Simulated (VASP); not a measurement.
Write the native input for VASP 6.6.1 that does the following.

- Task: single point
- Functional: PBEsol
- Potentials or basis: VASP PAW PBE potentials, release 64 (Al, Ga_d, N)
- Cutoff: 520 eV
- k mesh: 6 × 6 × 6
- Occupations: gaussian, width 0.02 eV
- Spin: no spin polarisation
- Dipole correction: no
- Further INCAR settings: ALGO = Normal; EDIFF = 1e-06; NBANDS = 41

The structure of AlGa3N4 lies in POSCAR:

```
AlGa3N4
1.0
    4.4596506314      0.0000000000      0.0000000000
    0.0000000000      4.4596506314      0.0000000000
    0.0000000000      0.0000000000      4.4596506314
Al Ga N
1 3 4
Direct
    0.0000000000      0.0000000000      0.0000000000
    0.5000000000      0.5000000000      0.0000000000
    0.5000000000      0.0000000000      0.5000000000
    0.0000000000      0.5000000000      0.5000000000
    0.7550434857      0.7550434857      0.2449565143
    0.7550434857      0.2449565143      0.7550434857
    0.2449565143      0.7550434857      0.7550434857
    0.2449565143      0.2449565143      0.2449565143
```

The input as run:

INCAR

```
SYSTEM = AlGa3N4
PREC = Accurate
ENCUT = 520
EDIFF = 1E-6
ISMEAR = 0
SIGMA = 0.02
LREAL = .False.
LASPH = .True.
NELM = 80
ALGO = Normal
ISIF = 2
LWAVE = .False.
LCHARG = .False.
GGA = PS
NBANDS = 41
```

KPOINTS

```
regular mesh
0
Gamma
  6 6 6
  0 0 0
```

Potentials or basis: VASP PAW PBE potentials, release 64 (Al, Ga_d, N).

Launch:

```console
$ cat potpaw_PBE.64/Al/POTCAR potpaw_PBE.64/Ga_d/POTCAR potpaw_PBE.64/N/POTCAR > POTCAR
$ mpirun -np 1 vasp_std > vasp.out
```

Results of the run:

- Pressure: 0.9 GPa
- Largest force: 0.011 eV/Å
- Band gap on the k mesh: 2.35 eV, direct

Caveat: the PAW data sets were made with another functional, which shifts forces and pressure a little.

Wall time 3 min on 1 thread of AMD EPYC 7R13 (shared host), peak memory 0.19 GiB.
